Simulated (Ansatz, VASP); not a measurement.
# C: VASP beside Ansatz

```
CELL_PARAMETERS angstrom
0.00000 1.77712 1.77712
1.77712 0.00000 1.77712
1.77712 1.77712 0.00000
ATOMIC_POSITIONS crystal
C 0.00000 0.00000 0.00000
C 0.25000 0.25000 0.25000
```

Alike in both runs: functional revPBE; dispersion D3(BJ); k mesh 8 × 8 × 8; no spin polarisation.

Ansatz relaxed the structure, and its values are those at the end. VASP's run is a single point on that final structure, the one shown.

|  | VASP | Ansatz |
| --- | --- | --- |
| version | VASP 6.6.1 | Ansatz 0.2.0 |
| potentials or method | VASP PAW PBE potentials, release 64 (C) | plane waves, PAW |
| plane-wave cutoff (eV) | 520 | 420 |
| occupations | gaussian, width 0.01 eV | fixed |
| valence electrons in the cell | 8 | 8 |

Ansatz gave:

* pressure (GPa): 0.0

Question: Estimate VASP's values.

Answer: Pressure (GPa): 0.6.

VASP's potentials were made for PBE, not for revPBE.
